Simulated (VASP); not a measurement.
Write the native input for VASP 6.6.1 that does the following.

```
Task                   : single point
Functional             : PBEsol
Potentials or basis    : VASP PAW PBE potentials, release 64 (B)
Cutoff                 : 520 eV
k mesh                 : 18 × 18 × 18
Occupations            : fermi-dirac, width 0.1 eV
Spin                   : no spin polarisation
Dipole correction      : no
Further INCAR settings : ALGO = Normal; EDIFF = 1e-06; NBANDS = 8
```

The structure of B lies in POSCAR:

```
B
1.0
    0.0000000000      1.4279508811      1.4279508811
    1.4279508811      0.0000000000      1.4279508811
    1.4279508811      1.4279508811      0.0000000000
B
1
Direct
    0.0000000000      0.0000000000      0.0000000000
```

One way to write it, as run:

INCAR

```
SYSTEM = B
ALGO = Normal ; EDIFF = 1E-6
ENCUT = 520 ; GGA = PS
ISIF = 2 ; ISMEAR = -1
LASPH = .True. ; LCHARG = .False.
LREAL = .False. ; LWAVE = .False.
NBANDS = 8 ; NELM = 80
PREC = Accurate ; SIGMA = 0.1
```

KPOINTS

```
k-points
0
Gamma
  18 18 18
  0 0 0
```

Potentials or basis: VASP PAW PBE potentials, release 64 (B).

Command:

```bash
$ cat potpaw_PBE.64/B/POTCAR > POTCAR
$ mpirun -np 1 vasp_std > vasp.out
```

It gave:

* Pressure: 0.4 GPa

Caveat: the PAW data sets were made with another functional, which shifts forces and pressure a little.

Run time: 3.7 s on 1 thread of Intel(R) Xeon(R) Platinum 8488C (Sapphire Rapids), with other jobs on the host, peak memory 0.11 GiB.
